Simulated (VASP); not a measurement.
Here is a VASP 6.6.1 calculation.

File INCAR:

```
SYSTEM = MnO2
PREC     = Accurate       ! precision mode
ENCUT    = 520            ! plane-wave cutoff, eV
EDIFF    = 1E-6           ! SCF threshold, eV
ISMEAR   = -1             ! smearing method
SIGMA    = 0.05           ! smearing width, eV
LREAL    = .FALSE.        ! projectors in reciprocal space
LASPH    = .TRUE.         ! aspherical terms in the spheres
NELM     = 150            ! most SCF steps
ALGO     = Normal         ! electronic algorithm
ISIF     = 2              ! what is computed and relaxed
LWAVE    = .FALSE.        ! write WAVECAR
LCHARG   = .FALSE.        ! write CHGCAR
ISPIN    = 2              ! spin polarisation
MAGMOM   = 5 5 0 0 0 0    ! initial moments
LORBIT   = 11             ! projections on sites
NUPDOWN  = 10.0           ! fixed moment
LMAXMIX  = 4              ! l up to which the mixer works
GGA      = PE             ! functional
NBANDS   = 38             ! bands
```

KPOINTS

```
regular mesh
0
G
  8 6 4
  0 0 0
```

The input POSCAR:

```
MnO2
1.0
    2.9041580000      0.0000000000      0.0000000000
    0.0000000000      3.8448100000      0.0000000000
    0.0000000000      0.0000000000      6.1642640000
Mn O
2 4
Direct
    0.5000000000      0.5000000000      0.3433015000
    0.0000000000      0.0000000000      0.6566985000
    0.5000000000      0.0000000000      0.8375675000
    0.0000000000      0.5000000000      0.1624325000
    0.5000000000      0.0000000000      0.4217995000
    0.0000000000      0.5000000000      0.5782005000
```

Potentials or basis: VASP PAW PBE potentials, release 64 (Mn_pv, O).

Run with:

```console
$ cat potpaw_PBE.64/Mn_pv/POTCAR potpaw_PBE.64/O/POTCAR > POTCAR
$ mpirun -np 1 vasp_std > vasp.out
```

Problem. Predict the largest force.

Solution. 2.531 eV/Å.

Problem. What does it give for the pressure?

Solution. 24.1 GPa.

Forces in eV/Å, atoms in the order of the input:
```
Mn   0.000  0.000  1.514
Mn   0.000  0.000 -1.514
O    0.000  0.000  2.531
O    0.000  0.000 -2.531
O    0.000  0.000 -1.166
O    0.000  0.000  1.166
```

Caveat: the total moment is fixed, so each spin has its own Fermi level; only a ferromagnetic start was run, and an antiferromagnetic order may lie lower in energy; forces of over 1 eV/Å act on the atoms, so gaps and moduli don't describe the material at rest.
